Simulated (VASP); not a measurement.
Wanted: the native input for a VASP 6.6.1 run.

- Task: single point
- Functional: r2SCAN
- Potentials or basis: VASP PAW PBE potentials, release 64 (Zn, S)
- Cutoff: 520 eV
- k mesh: 6 × 6 × 4
- Occupations: gaussian, width 0.05 eV
- Spin: no spin polarisation
- Dipole correction: no
- Further INCAR settings: ALGO = Normal; EDIFF = 1e-07; NBANDS = 26

The system is ZnS.

```
Zn S
1.0
     3.76865    0.00000    0.00000
    -1.88433    3.26375    0.00000
     0.00000    0.00000    6.24574
Zn S
2 2
Direct
  0.33333 0.66667 0.00539
  0.66667 0.33333 0.50539
  0.33333 0.66667 0.37961
  0.66667 0.33333 0.87961
```

This cell differs from its parent crystal: strain -0.0100 x Voigt [1, 1, 0, 0, 0, 0].

One way to write it, as run:

POSCAR

```
ZnS
1.0
    3.7686545309      0.0000000000      0.0000000000
   -1.8843272654      3.2637505618      0.0000000000
    0.0000000000      0.0000000000      6.2457351519
Zn S
2 2
Direct
    0.3333333333      0.6666666667      0.0053880718
    0.6666666667      0.3333333333      0.5053880718
    0.3333333333      0.6666666667      0.3796119282
    0.6666666667      0.3333333333      0.8796119282
```

INCAR.step1

```
  PREC = Accurate
  ENCUT = 520
  ISMEAR = 0
  SIGMA = 0.05
  LREAL = F
  LASPH = T
  NELM = 80
  NBANDS = 26
  GGA = PE
  ALGO = Normal
  EDIFF = 1E-4
  LWAVE = T
  LCHARG = F
```

INCAR.step2

```
  PREC = Accurate
  ENCUT = 520
  EDIFF = 1E-7
  ISMEAR = 0
  SIGMA = 0.05
  LREAL = F
  LASPH = T
  NELM = 80
  ALGO = Normal
  ISIF = 2
  LWAVE = F
  LCHARG = T
  METAGGA = R2SCAN
  LMIXTAU = T
  LELF = T
  LVHAR = T
  NBANDS = 26
  ISTART = 1
```

KPOINTS

```
Automatic mesh
0
Gamma
  6 6 4
```

Potentials or basis: VASP PAW PBE potentials, release 64 (Zn, S).

Launch:

```console
$ cat potpaw_PBE.64/Zn/POTCAR potpaw_PBE.64/S/POTCAR > POTCAR
$ cp INCAR.step1 INCAR
$ mpirun -np 1 vasp_std > vasp.out
$ cp INCAR.step2 INCAR
$ mpirun -np 1 vasp_std > vasp.out
```

It gave:

```
Pressure               : 1.7 GPa
Largest force          : 0.077 eV/Å
Band gap on the k mesh : 2.86 eV
```

Caveat: the cell differs from its parent crystal (strain -0.0100 x Voigt [1, 1, 0, 0, 0, 0]); the PAW data sets were made with another functional, which shifts forces and pressure a little.

It took 66 s on 1 thread of Intel(R) Xeon(R) 6975P-C (Granite Rapids), on a shared host, peak memory 0.21 GiB.
